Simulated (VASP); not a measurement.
# SnTe (I4/mmm) in VASP: a series of runs

SnTe is run at these levels: LDA; tasks: electric field gradients.

All numbers are computed with VASP 6.6.1; they aren't measurements. Logs are shortened: lines on timing, memory, paths and dates and some standing lists are left out, and cuts for length are marked.

### Step 1. The cell of the first run

Symmetry: I4/mmm, No. 139, tetragonal system. Conventional cell: a = 4.464 Å, b = 4.464 Å, c = 6.187 Å, α = 90.00°, β = 90.00°, γ = 90.00°. Sn (site symmetry 4/mmm) has 6 Te at 3.09 to 3.16 Å within 4.1 Å. Te (site symmetry 4/mmm) has 6 Sn at 3.09 to 3.16 Å within 4.1 Å.

### Step 2. Electric field gradients, LDA (zz strain of -2 %)

INCAR

```
PREC = Accurate ; ENCUT = 520
EDIFF = 1E-8 ; ISMEAR = -1
SIGMA = 0.08 ; LREAL = F
LASPH = T ; NELM = 80
ALGO = Normal ; ISIF = 2
LWAVE = F ; LCHARG = F
GGA = CA ; LEFG = T
NBANDS = 17
```

KPOINTS

```
regular mesh
0
Gamma
  11 11 11
```

POSCAR

```
SnTe
1.0
    0.0000000000      3.1565000000      3.0933700000
    3.1565000000      0.0000000000      3.0933700000
    3.1565000000      3.1565000000      0.0000000000
Sn Te
1 1
Direct
    0.0000000000      0.0000000000      0.0000000000
    0.5000000000      0.5000000000      0.5000000000
```

Potentials or basis: VASP PAW LDA potentials, release 64 (Sn_d, Te).

Command:

```sh
$ cat potpaw_LDA.64/Sn_d/POTCAR potpaw_LDA.64/Te/POTCAR > POTCAR
$ mpirun -np 1 vasp_std > vasp.out
```

OUTCAR:

```text
PREC = Accurate
   ENCUT = 520
   EDIFF = 1E-8
   ISMEAR = -1
   LREAL = F
   LASPH = T
   NELM = 80
   ISIF = 2
   GGA = CA

 ion  position               nearest neighbor table
   1  0.000  0.000  0.000-   2 3.09   2 3.09   2 3.16   2 3.16   2 3.16   2 3.16
   2  0.500  0.500  0.500-   1 3.09   1 3.09   1 3.16   1 3.16   1 3.16   1 3.16

  LATTYP: Found a body centered tetragonal cell.
 ALAT       =     4.4639651096
 C/A-ratio  =     1.3859292911

  Lattice vectors:

 A1 = (   0.0000000000,  -3.1565000000,  -3.0933700000)
 A2 = (   0.0000000000,   3.1565000000,  -3.0933700000)
 A3 = (   3.1565000000,   0.0000000000,   3.0933700000)

Analysis of symmetry for initial positions (statically):
=====================================================================
 Subroutine PRICEL returns:
 Original cell was already a primitive cell.

 Routine SETGRP: Setting up the symmetry group for a
 body centered tetragonal supercell.

 Subroutine GETGRP returns: Found 16 space group operations
 (whereof 16 operations were pure point group operations)
 out of a pool of 16 trial point group operations.

The static configuration has the point symmetry D_4h.

Analysis of symmetry for dynamics (positions and initial velocities):
=====================================================================
 Subroutine PRICEL returns:
 Original cell was already a primitive cell.

 Routine SETGRP: Setting up the symmetry group for a
 body centered tetragonal supercell.

 Subroutine GETGRP returns: Found 16 space group operations
 (whereof 16 operations were pure point group operations)
 out of a pool of 16 trial point group operations.

The dynamic configuration has the point symmetry D_4h.

 Subroutine INISYM returns: Found 16 space group operations
 (whereof 16 operations are pure point group operations),
 and found     1 'primitive' translations

----------------------------------------------------------------------------------------

                                     Primitive cell

  volume of cell :      61.6415

  direct lattice vectors                    reciprocal lattice vectors
[... 121 lines left out ...]
 maximum number of plane-waves:      1679
 NGX is ok and might be reduce to    36
   NGX = 17   NGY = 17   NGZ = 17

 number of electron      19.9999996 magnetization

 Free energy of the ion-electron system (eV)
  ---------------------------------------------------
  ext. energy  EPLUGINS =         0.00000000
  ---------------------------------------------------
  free energy    TOTEN  =        -8.82406661 eV

  energy without entropy =       -8.82188322  energy(sigma->0) =       -8.82297491

 E-fermi :   6.9047     XC(G=0):  -9.8034

 val. band max:        6.7376956382   @ k =   0.4545  -0.0000   0.0000
 cond. band min:       7.1524779259   @ k =   0.4545  -0.0000   0.0000
 fundamental gap:      0.4147822877
 Fermi energy:         6.9046580809

 k-point     1 :       0.0000    0.0000    0.0000
  band No.  band energies     occupation
      1     -14.8751      2.00000
      2     -14.8698      2.00000
      3     -14.8654      2.00000
      4     -14.8608      2.00000
      5     -14.8608      2.00000
      6      -6.0058      2.00000
[... 457 lines left out ...]
      4     -14.8591      2.00000
      5     -14.8570      2.00000
      6      -5.3109      2.00000
[... 9 lines left out ...]
     16      14.8715      0.00000
     17      15.2585      0.00000

 [... further k-points ...]

------------------------ aborting loop because EDIFF is reached ----------------------------------------

  FORCE on cell =-STRESS in cart. coord.  units (eV):
  Direction    XX          YY          ZZ          XY          YZ          ZX
  --------------------------------------------------------------------------------------
  -------------------------------------------------------------------------------------
  Total       -0.6316677     -0.6316677      0.4491326      0.0000000      0.0000000      0.0000000
  in kB      -16.4182103    -16.4182103     11.6737853      0.0000000      0.0000000      0.0000000
  external PRESSURE =      -7.0542118 kB  Pullay stress =       0.0000000 kB

 VOLUME and BASIS-vectors are now :
 -----------------------------------------------------------------------------
  energy-cutoff  :      520.00
  volume of cell :       61.64
      direct lattice vectors                 reciprocal lattice vectors
     0.000000000  3.156500000  3.093370000    -0.158403295  0.158403295  0.161636015
     3.156500000  0.000000000  3.093370000     0.158403295 -0.158403295  0.161636015
     3.156500000  3.156500000  0.000000000     0.158403295  0.158403295 -0.161636015

 POSITION                                       TOTAL-FORCE (eV/Angst)
 -----------------------------------------------------------------------------------
      0.00000      0.00000      0.00000         0.000000     -0.000000      0.000000
      3.15650      3.15650      3.09337        -0.000000      0.000000     -0.000000
 -----------------------------------------------------------------------------------
    total drift:                               -0.000000      0.000000      0.000000

  FREE ENERGIE OF THE ION-ELECTRON SYSTEM (eV)
  ---------------------------------------------------
  free  energy   TOTEN  =        -8.8240666127 eV

  energy  without entropy=       -8.8218832154  energy(sigma->0) =       -8.82297491

 Electric field gradients (V/A^2)
---------------------------------------------------------------------
 ion       V_xx      V_yy      V_zz      V_xy      V_xz      V_yz
---------------------------------------------------------------------
   1      15.642    15.642   -31.283    -0.001    -0.002    -0.002
   2       4.573     4.573    -9.147     0.000     0.000     0.000
---------------------------------------------------------------------

 Electric field gradients after diagonalization (V/A^2)
 (convention: |V_zz| > |V_xx| > |V_yy|)
----------------------------------------------------------------------
 ion       V_xx      V_yy      V_zz     asymmetry (V_yy - V_xx)/ V_zz
----------------------------------------------------------------------
   1      15.643    15.641   -31.283       0.000
   2       4.573     4.573    -9.147       0.000
----------------------------------------------------------------------

           NMR quadrupolar parameters

 Cq : quadrupolar parameter    Cq=e*Q*V_zz/h
 eta: asymmetry parameters     (V_yy - V_xx)/ V_zz
 Q  : nuclear electric quadrupole moment in mb (millibarn)
----------------------------------------------------------------------
 ion       Cq(MHz)       eta       Q (mb)
----------------------------------------------------------------------
   1      -0.076       0.000       1.000
   2      -0.022       0.000       1.000
----------------------------------------------------------------------
```

It took 56 s on 1 thread of Intel Xeon 6975P-C (Granite Rapids), shared host; peak memory 0.26 GiB.

What came out:

* Free energy: -8.8241 eV
* Pressure: -0.7 GPa
* Band gap on the k mesh: 0.41 eV
* Largest electric field gradient by atom: Sn -31.3; Te -9.1 V/Å²

Levels at points of the mesh, in eV from the valence-band top:
| k point | band 6 | band 7 | band 8 | band 9 | band 10 | band 11 | band 12 | band 13 | band 14 | band 15 |
| --- | --- | --- | --- | --- | --- | --- | --- | --- | --- | --- |
| (0.00, 0.00, 0.00) | -12.74 | -4.54 | -2.13 | -1.90 | -1.90 | 3.34 | 3.34 | 3.85 | 4.89 | 4.89 |

Electric field gradients, principal values (V/Å²):
| atom | least | middle | greatest (by size) |
| --- | --- | --- | --- |
| 1 Sn | 15.641 | 15.643 | -31.283 |
| 2 Te | 4.573 | 4.573 | -9.147 |

Caveat: the cell differs from its parent crystal (zz strain of -2 %); without QUAD_EFG the Cq values of the log hold for a quadrupole moment of 1 mb, not for the nuclei; spin-orbit coupling is left out, which moves the levels of the heavy elements; an odd mesh through Γ misses points on the zone boundary, where band edges can lie.

### Step 3. Electric field gradients, LDA (zz strain of +1 %)

INCAR

```
  PREC = Accurate
  ENCUT = 520
  EDIFF = 1E-8
  ISMEAR = -1
  SIGMA = 0.08
  LREAL = F
  LASPH = T
  NELM = 60
  ALGO = Normal
  ISIF = 2
  LWAVE = F
  LCHARG = F
  LEFG = T
  NBANDS = 17
```

KPOINTS

```
Automatic mesh
0
Gamma
  11 11 11
```

POSCAR

```
SnTe
1.0
    0.0000000000      3.1565000000      3.1880650000
    3.1565000000      0.0000000000      3.1880650000
    3.1565000000      3.1565000000      0.0000000000
Sn Te
1 1
Direct
    0.0000000000      0.0000000000      0.0000000000
    0.5000000000      0.5000000000      0.5000000000
```

Potentials or basis: VASP PAW LDA potentials, release 64 (Sn_d, Te).

Command:

```sh
$ cat potpaw_LDA.64/Sn_d/POTCAR potpaw_LDA.64/Te/POTCAR > POTCAR
$ mpirun -np 1 vasp_std > vasp.out
```

OUTCAR:

```text
PREC = Accurate
   ENCUT = 520
   EDIFF = 1E-8
   ISMEAR = -1
   LREAL = F
   LASPH = T
   NELM = 60
   ISIF = 2

 ion  position               nearest neighbor table
   1  0.000  0.000  0.000-   2 3.16   2 3.16   2 3.16   2 3.16   2 3.19   2 3.19
   2  0.500  0.500  0.500-   1 3.16   1 3.16   1 3.16   1 3.16   1 3.19   1 3.19

  LATTYP: Found a body centered tetragonal cell.
 ALAT       =     4.4639651096
 C/A-ratio  =     1.4283556980

  Lattice vectors:

 A1 = (  -3.1565000000,   0.0000000000,   3.1880650000)
 A2 = (   3.1565000000,   0.0000000000,   3.1880650000)
 A3 = (   0.0000000000,   3.1565000000,  -3.1880650000)
[... 692 lines left out ...]
  free  energy   TOTEN  =        -8.8130824081 eV

  energy  without entropy=       -8.8114126808  energy(sigma->0) =       -8.81224754

 Electric field gradients (V/A^2)
---------------------------------------------------------------------
 ion       V_xx      V_yy      V_zz      V_xy      V_xz      V_yz
---------------------------------------------------------------------
   1      -7.479    -7.479    14.959    -0.002    -0.002    -0.002
   2      -1.848    -1.848     3.696     0.000     0.000     0.000
---------------------------------------------------------------------

 Electric field gradients after diagonalization (V/A^2)
 (convention: |V_zz| > |V_xx| > |V_yy|)
----------------------------------------------------------------------
 ion       V_xx      V_yy      V_zz     asymmetry (V_yy - V_xx)/ V_zz
----------------------------------------------------------------------
   1      -7.482    -7.477    14.959       0.000
   2      -1.848    -1.848     3.696       0.000
----------------------------------------------------------------------

           NMR quadrupolar parameters

 Cq : quadrupolar parameter    Cq=e*Q*V_zz/h
 eta: asymmetry parameters     (V_yy - V_xx)/ V_zz
 Q  : nuclear electric quadrupole moment in mb (millibarn)
----------------------------------------------------------------------
 ion       Cq(MHz)       eta       Q (mb)
----------------------------------------------------------------------
   1       0.036       0.000       1.000
   2       0.009       0.000       1.000
----------------------------------------------------------------------
```

It took 57 s on 1 thread of Intel Xeon 6975P-C (Granite Rapids), shared host; peak memory 0.27 GiB.

What came out:

```yaml
Free_energy: -8.8131 eV
Pressure: -2.1 GPa
Band_gap_on_the_k_mesh: 0.41 eV
Largest_electric_field_gradient_by_atom: Sn +15.0; Te +3.7 V/Å²
```

Electric field gradients, principal values (V/Å²):
| atom | least | middle | greatest (by size) |
| --- | --- | --- | --- |
| 1 Sn | -7.477 | -7.482 | 14.959 |
| 2 Te | -1.848 | -1.848 | 3.696 |

Caveat: the cell differs from its parent crystal (zz strain of +1 %); without QUAD_EFG the Cq values of the log hold for a quadrupole moment of 1 mb, not for the nuclei; spin-orbit coupling is left out, which moves the levels of the heavy elements; an odd mesh through Γ misses points on the zone boundary, where band edges can lie.

### Step 4. Electric field gradients, LDA (zz strain of +3 %)

INCAR

```
SYSTEM = SnTe
ALGO = Normal ; EDIFF = 1E-8
ENCUT = 520 ; ISIF = 2
ISMEAR = -1 ; LASPH = .True.
LCHARG = .False. ; LEFG = .True.
LREAL = .False. ; LWAVE = .False.
NBANDS = 17 ; NELM = 100
PREC = Accurate ; SIGMA = 0.08
```

KPOINTS

```
k-points
0
Gamma
  11 11 11
  0 0 0
```

POSCAR

```
SnTe
1.0
    0.0000000000      3.1565000000      3.2511950000
    3.1565000000      0.0000000000      3.2511950000
    3.1565000000      3.1565000000      0.0000000000
Sn Te
1 1
Direct
    0.0000000000      0.0000000000      0.0000000000
    0.5000000000      0.5000000000      0.5000000000
```

Potentials or basis: VASP PAW LDA potentials, release 64 (Sn_d, Te).

Command:

```sh
$ cat potpaw_LDA.64/Sn_d/POTCAR potpaw_LDA.64/Te/POTCAR > POTCAR
$ mpirun -np 1 vasp_std > vasp.out
```

OUTCAR:

```text
SYSTEM = SnTe
   EDIFF = 1E-8
   ENCUT = 520
   ISIF = 2
   ISMEAR = -1
   LASPH = .True.
   LREAL = .False.
   NELM = 100
   PREC = Accurate

 ion  position               nearest neighbor table
   1  0.000  0.000  0.000-   2 3.16   2 3.16   2 3.16   2 3.16   2 3.25   2 3.25
   2  0.500  0.500  0.500-   1 3.16   1 3.16   1 3.16   1 3.16   1 3.25   1 3.25

  LATTYP: Found a body centered tetragonal cell.
 ALAT       =     4.4639651096
 C/A-ratio  =     1.4566399692

  Lattice vectors:

 A1 = (  -3.1565000000,   0.0000000000,   3.2511950000)
 A2 = (   3.1565000000,   0.0000000000,   3.2511950000)
 A3 = (   0.0000000000,   3.1565000000,  -3.2511950000)

Analysis of symmetry for initial positions (statically):
=====================================================================
 Subroutine PRICEL returns:
 Original cell was already a primitive cell.

 Routine SETGRP: Setting up the symmetry group for a
[... 669 lines left out ...]
  energy-cutoff  :      520.00
  volume of cell :       64.79
      direct lattice vectors                 reciprocal lattice vectors
     0.000000000  3.156500000  3.251195000    -0.158403295  0.158403295  0.153789607
     3.156500000  0.000000000  3.251195000     0.158403295 -0.158403295  0.153789607
     3.156500000  3.156500000  0.000000000     0.158403295  0.158403295 -0.153789607

 POSITION                                       TOTAL-FORCE (eV/Angst)
 -----------------------------------------------------------------------------------
      0.00000      0.00000      0.00000         0.000000      0.000000      0.000000
      3.15650      3.15650      3.25120        -0.000000     -0.000000     -0.000000
 -----------------------------------------------------------------------------------
    total drift:                               -0.000000      0.000000      0.000000

  FREE ENERGIE OF THE ION-ELECTRON SYSTEM (eV)
  ---------------------------------------------------
  free  energy   TOTEN  =        -8.7830943483 eV

  energy  without entropy=       -8.7812339285  energy(sigma->0) =       -8.78216414

 Electric field gradients (V/A^2)
---------------------------------------------------------------------
 ion       V_xx      V_yy      V_zz      V_xy      V_xz      V_yz
---------------------------------------------------------------------
   1     -21.715   -21.715    43.430    -0.002    -0.001    -0.001
   2      -4.595    -4.595     9.189    -0.000    -0.000    -0.000
---------------------------------------------------------------------

 Electric field gradients after diagonalization (V/A^2)
 (convention: |V_zz| > |V_xx| > |V_yy|)
----------------------------------------------------------------------
 ion       V_xx      V_yy      V_zz     asymmetry (V_yy - V_xx)/ V_zz
----------------------------------------------------------------------
   1     -21.717   -21.712    43.430       0.000
   2      -4.595    -4.595     9.189       0.000
----------------------------------------------------------------------

           NMR quadrupolar parameters

 Cq : quadrupolar parameter    Cq=e*Q*V_zz/h
 eta: asymmetry parameters     (V_yy - V_xx)/ V_zz
 Q  : nuclear electric quadrupole moment in mb (millibarn)
----------------------------------------------------------------------
 ion       Cq(MHz)       eta       Q (mb)
----------------------------------------------------------------------
   1       0.105       0.000       1.000
   2       0.022       0.000       1.000
----------------------------------------------------------------------
```

stdout:

```text
POSCAR found type information on POSCAR SnTe
 POSCAR found :  2 types and       2 ions
 scaLAPACK will be used
 LDA part: xc-table for (Slater(with rela. corr.)+CA(PZ))
 , standard interpolation
 POSCAR, INCAR and KPOINTS ok, starting setup
 FFT: planning ... GRIDC
 FFT: planning ... GRID_SOFT
 FFT: planning ... GRID
 WAVECAR not read
 entering main loop
ion   1

ion   2
```

It took 55 s on 1 thread of Intel Xeon 6975P-C (Granite Rapids), shared host; peak memory 0.27 GiB.

What came out:

```
Free energy                             : -8.7831 eV
Pressure                                : -2.8 GPa
Band gap on the k mesh                  : 0.37 eV
Largest electric field gradient by atom : Sn +43.4; Te +9.2 V/Å²
```

Electric field gradients, principal values (V/Å²):
| atom | least | middle | greatest (by size) |
| --- | --- | --- | --- |
| 1 Sn | -21.712 | -21.717 | 43.430 |
| 2 Te | -4.595 | -4.595 | 9.189 |

Caveat: the cell differs from its parent crystal (zz strain of +3 %); without QUAD_EFG the Cq values of the log hold for a quadrupole moment of 1 mb, not for the nuclei; spin-orbit coupling is left out, which moves the levels of the heavy elements; an odd mesh through Γ misses points on the zone boundary, where band edges can lie.

[end of part 1 of 2]
